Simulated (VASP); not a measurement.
A run of VASP 6.6.1 is set up as follows.

File INCAR:

```
PREC = Accurate ; ENCUT = 520
EDIFF = 1E-6 ; ISMEAR = 0
SIGMA = 0.15 ; LREAL = False
LASPH = True ; NELM = 60
ALGO = Normal ; ISIF = 2
LWAVE = False ; LCHARG = False
GGA = CA ; NBANDS = 12
```

The input KPOINTS:

```
regular mesh
0
Gamma
  22 22 22
```

POSCAR

```
Cu
1.0
    0.0000000000      1.7532750000      1.8346125000
    1.7532750000      0.0000000000      1.8346125000
    1.7532750000      1.7532750000      0.0000000000
Cu
1
Direct
    0.0000000000      0.0000000000      0.0000000000
```

Potentials or basis: VASP PAW LDA potentials, release 64 (Cu).

The run is started by

```sh
$ cat potpaw_LDA.64/Cu/POTCAR > POTCAR
$ mpirun -np 1 vasp_std > vasp.out
```

Q: What does it give for the pressure?

A: -5.2 GPa.

Stress tensor (GPa, compression positive):
```
-4.08  0.00  0.00
 0.00 -4.08  0.00
 0.00  0.00 -7.36
```

Caveat: the cell differs from its parent crystal (strain -0.030 along x and y, +0.015 along z).
